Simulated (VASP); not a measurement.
# Ge (Cmmm) in VASP: a series of runs

Ge is run at these levels: LDA; tasks: single point.

Program: VASP 6.6.1. These are calculated values, not measurements. Logs are shortened: lines on timing, memory, paths and dates and some standing lists are left out, and cuts for length are marked.

### 1 The cell of the first run

It takes space group Cmmm (No. 65, orthorhombic). Conventional cell: a = 2.794 Å, b = 5.201 Å, c = 2.698 Å, α = 90.00°, β = 90.00°, γ = 90.00°. Within 3.6 Å of Ge (site symmetry mmm) lie 8 Ge at 2.70 to 2.95 Å.

### 2 Single point, LDA

INCAR

```
SYSTEM = Ge
ALGO = Normal ; EDIFF = 1E-7
ENCUT = 520 ; GGA = CA
ISIF = 2 ; ISMEAR = -1
LASPH = .True. ; LCHARG = .True.
LELF = .True. ; LREAL = .False.
LVHAR = .True. ; LWAVE = .False.
NBANDS = 13 ; NELM = 60
PREC = Accurate ; SIGMA = 0.05
```

KPOINTS

```
k-points
0
Gamma
  13 13 12
  0 0 0
```

POSCAR

```
Ge
1.0
    2.9520690000      0.0000000000      0.0000000000
   -1.6295889250      2.4615343419      0.0000000000
    0.0000000000      0.0000000000      2.6982310000
Ge
1
Direct
    0.5000000000      0.5000000000      0.0000000000
```

Potentials or basis: VASP PAW LDA potentials, release 64 (Ge_d).

On the command line:

```bash
$ cat potpaw_LDA.64/Ge_d/POTCAR > POTCAR
$ mpirun -np 1 vasp_std > vasp.out
```

OUTCAR:

```text
SYSTEM = Ge
   EDIFF = 1E-7
   ENCUT = 520
   GGA = CA
   ISIF = 2
   ISMEAR = -1
   LASPH = .True.
   LREAL = .False.
   NELM = 60
   PREC = Accurate

 ion  position               nearest neighbor table
   1  0.500  0.500  0.000-

  LATTYP: Found a base centered orthorhombic cell.
 ALAT       =     2.7942986356
 B/A-ratio  =     1.8613016471
 C/A-ratio  =     0.9656201258

  Lattice vectors:

 A1 = (   2.9520690000,   0.0000000000,   0.0000000000)
 A2 = (  -1.6295889250,   2.4615343419,   0.0000000000)
 A3 = (   0.0000000000,   0.0000000000,   2.6982310000)

Analysis of symmetry for initial positions (statically):
=====================================================================
 Subroutine PRICEL returns:
 Original cell was already a primitive cell.

 Routine SETGRP: Setting up the symmetry group for a
 base centered orthorhombic supercell.

 Subroutine GETGRP returns: Found  8 space group operations
 (whereof  8 operations were pure point group operations)
 out of a pool of  8 trial point group operations.

The static configuration has the point symmetry D_2h.

Analysis of symmetry for dynamics (positions and initial velocities):
=====================================================================
 Subroutine PRICEL returns:
 Original cell was already a primitive cell.

 Routine SETGRP: Setting up the symmetry group for a
 base centered orthorhombic supercell.

 Subroutine GETGRP returns: Found  8 space group operations
 (whereof  8 operations were pure point group operations)
 out of a pool of  8 trial point group operations.

The dynamic configuration has the point symmetry D_2h.

 Subroutine INISYM returns: Found  8 space group operations
 (whereof  8 operations are pure point group operations),
 and found     1 'primitive' translations

----------------------------------------------------------------------------------------

                                     Primitive cell

  volume of cell :      19.6070

  direct lattice vectors                    reciprocal lattice vectors
     2.952069000  0.000000000  0.000000000     0.338745470  0.224256821  0.000000000
    -1.629588925  2.461534342  0.000000000     0.000000000  0.406250680  0.000000000
     0.000000000  0.000000000  2.698231000     0.000000000  0.000000000  0.370613191

  length of vectors
     2.952069000  2.952069000  2.698231000     0.406250680  0.406250680  0.370613191

  position of ions in fractional coordinates (direct lattice)
     0.500000000  0.500000000  0.000000000

  ion indices of the primitive-cell ions
   primitive index   ion index
                 1           1

----------------------------------------------------------------------------------------

 KPOINTS: k-points

Automatic generation of k-mesh.
 Grid dimensions read from file:
 generate k-points for:   13   13   12

 Generating k-lattice:

  Cartesian coordinates                     Fractional coordinates (reciprocal lattice)
     0.026057344  0.017250525  0.000000000     0.076923077  0.000000000  0.000000000
     0.000000000  0.031250052  0.000000000     0.000000000  0.076923077  0.000000000
     0.000000000  0.000000000  0.030884433     0.000000000  0.000000000  0.083333333

  Length of vectors
     0.031250052  0.031250052  0.030884433

  Shift w.r.t. Gamma in fractional coordinates (k-lattice)
     0.000000000  0.000000000  0.000000000

 Subroutine IBZKPT returns following result:
 ===========================================

 Found    343 irreducible k-points:

 Following reciprocal coordinates:
            Coordinates               Weight
  0.000000  0.000000  0.000000      1.000000
  0.076923  0.000000  0.000000      4.000000
  0.153846  0.000000  0.000000      4.000000
  0.230769  0.000000  0.000000      4.000000
  0.307692  0.000000  0.000000      4.000000
  0.384615  0.000000  0.000000      4.000000
[... 16 lines left out ...]
  0.384615  0.153846  0.000000      4.000000
  0.461538  0.153846  0.000000      4.000000
 [... further k-points ...]
   k-points           NKPTS =    343   k-points in BZ     NKDIM =    343   number of bands    NBANDS=     13
   number of dos      NEDOS =    301   number of ions     NIONS =      1
   total plane-waves  NPLWV =  11520
   dimension x,y,z NGX =    24 NGY =   24 NGZ =   20
   dimension x,y,z NGXF=    48 NGYF=   48 NGZF=   40
   ions per type =               1
   NGX,Y,Z   is equivalent  to a cutoff of  13.52, 13.52, 12.32 a.u.
   NGXF,Y,Z  is equivalent  to a cutoff of  27.03, 27.03, 24.65 a.u.
 SYSTEM =  Ge
   PREC   = accura    normal or accurate (medium, high low for compatibility)
   ISTART =      0    job   : 0-new  1-cont  2-samecut
   ICHARG =      2    charge: 1-file 2-atom 10-const
   ISPIN  =      1    spin polarized calculation?
   LNONCOLLINEAR =      F non collinear calculations
   LSORBIT =      F    spin-orbit coupling
   LASPH  =      T    aspherical Exc in radial PAW
   ENCUT  =  520.0 eV  38.22 Ry    6.18 a.u.   5.49  5.49  5.02*2*pi/ulx,y,z
   NELM   =     60;   NELMIN=  2; NELMDL= -5     # of ELM steps
   EDIFF  = 0.1E-06   stopping-criterion for ELM
   LREAL  =      F    real-space projection
   EDIFFG = 0.1E-05   stopping-criterion for IOM
   NSW    =      0    number of steps for IOM
   IBRION =     -1    ionic relax: 0-MD 1-quasi-New 2-CG
   NFREE  =      0    steps in history (QN), initial steepest desc. (CG)
   ISIF   =      2    stress and relaxation
   ISYM   =      2    0-nonsym 1-usesym 2-fastsym
   POTIM  = 0.5000    time-step for ionic-motion
   TEBEG  =    0.0;   TEEND  =   0.0 temperature during run
   PSTRESS=    0.0 pullay stress
   NELECT =      14.0000    total number of electrons
   NUPDOWN=      -1.0000    fix difference up-down
   EMIN   =  10.00;   EMAX   =-10.00  energy-range for DOS
   EFERMI =   0.00;   METHOD = LEGACY
   ISMEAR =    -1;   SIGMA  =   0.05  broadening in eV -4-tet -1-fermi 0-gaus
   EFERMI_NEDOS =   21; number of points for ismear=-14 and -15
   IALGO  =     38    algorithm
   IMIX   =      4    mixing-type and parameters
     AMIX     =   0.40;   BMIX     =  1.00
     AMIX_MAG =   1.60;   BMIX_MAG =  1.00
  volume/ion in A,a.u.               =      19.61       132.31
  Fermi-wavevector in a.u.,A,eV,Ry     =   1.463234  2.765111 29.130789  2.141053
  Thomas-Fermi vector in A             =   2.579353
   LORBIT       =      0    0 simple, 1 ext, 2 COOP (PROOUT), +10 PAW based schemes
   GGA     = CA    functional components
   LHFCALC =     F    Hartree Fock is set to
   AEXX    =    0.0000 exact exchange contribution
   IVDW    =     0    specifies the selected vdW correction
   LEPSILON=     F    determine dielectric tensor
   LRPA    =     F    only Hartree local field effects (RPA)
 non-spin polarized calculation
  energy-cutoff  :      520.00
  volume of cell :       19.61
 maximum number of plane-waves:       543
 NGX is ok and might be reduce to    24
   NGX = 11   NGY = 11   NGZ = 11

 number of electron      14.0000003 magnetization

 Free energy of the ion-electron system (eV)
  ---------------------------------------------------
  ext. energy  EPLUGINS =         0.00000000
  ---------------------------------------------------
  free energy    TOTEN  =        -4.96352633 eV

  energy without entropy =       -4.96004506  energy(sigma->0) =       -4.96178570

 E-fermi :   5.9287     XC(G=0): -11.3205

 val. band max:        5.9238770649   @ k =   0.3077   0.1538   0.4167
 cond. band min:       5.9402129838   @ k =  -0.3077   0.2308   0.1667
 fundamental gap:      0.0163359189
 Fermi energy:         5.9287470905

 k-point     1 :       0.0000    0.0000    0.0000
  band No.  band energies     occupation
      1     -18.8777      2.00000
      2     -18.8194      2.00000
      3     -18.7688      2.00000
      4     -18.6644      2.00000
      5     -18.6470      2.00000
      6      -6.9250      2.00000
      7      12.5373      0.00000
      8      12.9753      0.00000
      9      14.4643      0.00000
     10      16.2019      0.00000
     11      18.4785      0.00000
     12      20.8178      0.00000
     13      21.0017      0.00000

 k-point     2 :       0.0769    0.0000    0.0000
  band No.  band energies     occupation
      1     -18.8734      2.00000
      2     -18.8132      2.00000
      3     -18.7696      2.00000
      4     -18.6653      2.00000
      5     -18.6499      2.00000
      6      -6.7818      2.00000
      7      12.3839      0.00000
      8      12.6759      0.00000
      9      13.2595      0.00000
     10      16.5609      0.00000
     11      18.3930      0.00000
     12      19.6845      0.00000
     13      21.7843      0.00000

 k-point     3 :       0.1538    0.0000    0.0000
  band No.  band energies     occupation
      1     -18.8631      2.00000
      2     -18.7988      2.00000
      3     -18.7675      2.00000
      4     -18.6684      2.00000
      5     -18.6573      2.00000
      6      -6.3526      2.00000
      7      10.3192      0.00000
      8      11.9107      0.00000
      9      13.0852      0.00000
     10      16.4443      0.00000
     11      17.5927      0.00000
     12      20.9971      0.00000
     13      23.8637      0.00000

 k-point     4 :       0.2308    0.0000    0.0000
  band No.  band energies     occupation
      1     -18.8530      2.00000
      2     -18.7906      2.00000
      3     -18.7482      2.00000
      4     -18.6756      2.00000
      5     -18.6647      2.00000
      6      -5.6398      2.00000
      7       7.6851      0.00000
      8      10.9442      0.00000
      9      13.7430      0.00000
     10      15.3413      0.00000
     11      18.1311      0.00000
     12      23.0652      0.00000
     13      26.2462      0.00000

 k-point     5 :       0.3077    0.0000    0.0000
  band No.  band energies     occupation
      1     -18.8494      2.00000
      2     -18.7855      2.00000
      3     -18.7174      2.00000
      4     -18.6867      2.00000
      5     -18.6690      2.00000
      6      -4.6530      2.00000
      7       5.1293      2.00000
      8      10.1761      0.00000
      9      14.4284      0.00000
     10      14.5977      0.00000
     11      19.0462      0.00000
     12      25.2715      0.00000
     13      26.1660      0.00000

 k-point     6 :       0.3846    0.0000    0.0000
  band No.  band energies     occupation
      1     -18.8517      2.00000
      2     -18.7783      2.00000
      3     -18.6968      2.00000
      4     -18.6897      2.00000
      5     -18.6718      2.00000
      6      -3.4306      2.00000
      7       2.8233      2.00000
      8       9.6429      0.00000
      9      13.8217      0.00000
     10      15.5267      0.00000
     11      20.2285      0.00000
     12      24.2061      0.00000
     13      25.0882      0.00000

 k-point     7 :       0.4615    0.0000    0.0000
  band No.  band energies     occupation
      1     -18.8546      2.00000
      2     -18.7731      2.00000
      3     -18.7026      2.00000
      4     -18.6737      2.00000
      5     -18.6732      2.00000
      6      -2.1864      2.00000
      7       1.0286      2.00000
      8       9.3702      0.00000
      9      13.5204      0.00000
     10      16.2295      0.00000
     11      21.6667      0.00000
     12      22.9836      0.00000
     13      23.3363      0.00000
[... 193 lines left out ...]
 k-point    20 :       0.1538    0.1538    0.0000
  band No.  band energies     occupation
      1     -18.8441      2.00000
      2     -18.7918      2.00000
      3     -18.7318      2.00000
      4     -18.6802      2.00000
      5     -18.6698      2.00000
      6      -5.1472      2.00000
      7       6.8759      0.00000
      8       9.3517      0.00000
      9      14.1869      0.00000
     10      17.4761      0.00000
     11      18.1642      0.00000
     12      20.1108      0.00000
     13      27.7099      0.00000

 k-point    21 :       0.2308    0.1538    0.0000
  band No.  band energies     occupation
      1     -18.8357      2.00000
      2     -18.7934      2.00000
      3     -18.7044      2.00000
      4     -18.6906      2.00000
      5     -18.6729      2.00000
      6      -4.1364      2.00000
      7       4.8281      2.00000
      8       7.8979      0.00000
      9      15.0294      0.00000
     10      17.4959      0.00000
     11      19.3756      0.00000
     12      21.5811      0.00000
     13      25.8485      0.00000

 k-point    22 :       0.3077    0.1538    0.0000
  band No.  band energies     occupation
      1     -18.8342      2.00000
      2     -18.7855      2.00000
      3     -18.6977      2.00000
      4     -18.6877      2.00000
      5     -18.6759      2.00000
      6      -2.9117      2.00000
      7       2.8026      2.00000
      8       6.9368      0.00000
      9      15.9054      0.00000
     10      17.3027      0.00000
     11      20.6977      0.00000
     12      23.6306      0.00000
     13      24.2147      0.00000

 k-point    23 :       0.3846    0.1538    0.0000
  band No.  band energies     occupation
      1     -18.8352      2.00000
      2     -18.7753      2.00000
      3     -18.7003      2.00000
      4     -18.6848      2.00000
      5     -18.6780      2.00000
      6      -1.7717      2.00000
      7       1.2734      2.00000
      8       6.3845      0.00022
      9      16.4943      0.00000
     10      17.2851      0.00000
     11      22.1954      0.00000
     12      23.2554      0.00000
     13      23.3313      0.00000

 k-point    24 :       0.4615    0.1538    0.0000
  band No.  band energies     occupation
      1     -18.8349      2.00000
      2     -18.7713      2.00000
      3     -18.6983      2.00000
      4     -18.6936      2.00000
      5     -18.6780      2.00000
      6      -2.0117      2.00000
      7       1.6039      2.00000
      8       6.2024      0.00837
      9      16.3852      0.00000
     10      17.4982      0.00000
     11      21.8409      0.00000
     12      23.4315      0.00000
     13      23.8921      0.00000

 [... further k-points ...]
[... 5 lines left out ...]
  --------------------------------------------------------------------------------------
  -------------------------------------------------------------------------------------
  Total       -0.7503083     -0.5779626     -0.7214252      0.1301662      0.0000000      0.0000000
  in kB      -61.3110563    -47.2279178    -58.9508897     10.6364644      0.0000000      0.0000000
  external PRESSURE =     -55.8299546 kB  Pullay stress =       0.0000000 kB

 VOLUME and BASIS-vectors are now :
 -----------------------------------------------------------------------------
  energy-cutoff  :      520.00
  volume of cell :       19.61
      direct lattice vectors                 reciprocal lattice vectors
     2.952069000  0.000000000  0.000000000     0.338745470  0.224256821  0.000000000
    -1.629588925  2.461534342  0.000000000     0.000000000  0.406250680  0.000000000
     0.000000000  0.000000000  2.698231000     0.000000000  0.000000000  0.370613191

 POSITION                                       TOTAL-FORCE (eV/Angst)
 -----------------------------------------------------------------------------------
      0.66124      1.23077      0.00000         0.000000      0.000000      0.000000
 -----------------------------------------------------------------------------------
    total drift:                                0.000000     -0.000000     -0.000000

  FREE ENERGIE OF THE ION-ELECTRON SYSTEM (eV)
  ---------------------------------------------------
  free  energy   TOTEN  =        -4.9635263342 eV

  energy  without entropy=       -4.9600450615  energy(sigma->0) =       -4.96178570
```

Wall time 31 s (1 thread of Intel Xeon Platinum 8259CL at 2.50GHz (Skylake/Cascade Lake), shared host); peak memory 0.18 GiB.

What came out:

| Item | Value |
| --- | --- |
| Free energy | -4.9635 eV |
| Pressure | -5.6 GPa |
| Band gap on the k mesh | zero (band 7 reaches 12.54 eV, above the bottom of band 8 at 3.39 eV) |

Stress tensor (GPa, compression positive):
```
-6.13  1.06  0.00
 1.06 -4.72  0.00
 0.00  0.00 -5.90
```

Levels at points of the mesh, in eV from the Fermi level:
| k point | band 4 | band 5 | band 6 | band 7 | band 8 | band 9 | band 10 | band 11 |
| --- | --- | --- | --- | --- | --- | --- | --- | --- |
| (0.00, 0.00, 0.00) | -24.59 | -24.58 | -12.85 | 6.61 | 7.05 | 8.54 | 10.27 | 12.55 |
| (0.00, 0.00, 0.50) | -24.64 | -24.61 | -9.12 | -5.63 | 9.81 | 11.30 | 16.09 | 16.14 |

### 3 Single point, LDA

INCAR

```
ALGO = Normal ; EDIFF = 1E-6
ENCUT = 520 ; GGA = CA
ISIF = 2 ; ISMEAR = -1
LASPH = True ; LCHARG = False
LREAL = False ; LWAVE = False
NBANDS = 13 ; NELM = 80
PREC = Accurate ; SIGMA = 0.05
```

KPOINTS

```
k-points
0
Gamma
  13 13 12
```

POSCAR is that of step 2.

Potentials or basis: VASP PAW LDA potentials, release 64 (Ge_d).

On the command line:

```bash
$ cat potpaw_LDA.64/Ge_d/POTCAR > POTCAR
$ mpirun -np 1 vasp_std > vasp.out
```

Wall time 29 s (1 thread of Intel Xeon Platinum 8259CL at 2.50GHz (Skylake/Cascade Lake), shared host); peak memory 0.19 GiB.

It converged, with:

```
Free energy            : -4.9635 eV
Pressure               : -5.6 GPa
Band gap on the k mesh : zero (band 7 reaches 12.54 eV, above the bottom of band 8 at 3.39 eV)
```

Stress tensor (GPa, compression positive):
```
-6.12  1.06  0.00
 1.06 -4.71  0.00
 0.00  0.00 -5.88
```

Levels at points of the mesh, in eV from the Fermi level:
```tsv
k point	band 5	band 6	band 7	band 8	band 9	band 10
(0.00, 0.00, 0.00)	-24.58	-12.85	6.61	7.05	8.54	10.27
(0.00, 0.00, 0.50)	-24.61	-9.12	-5.63	9.81	11.30	16.09
```
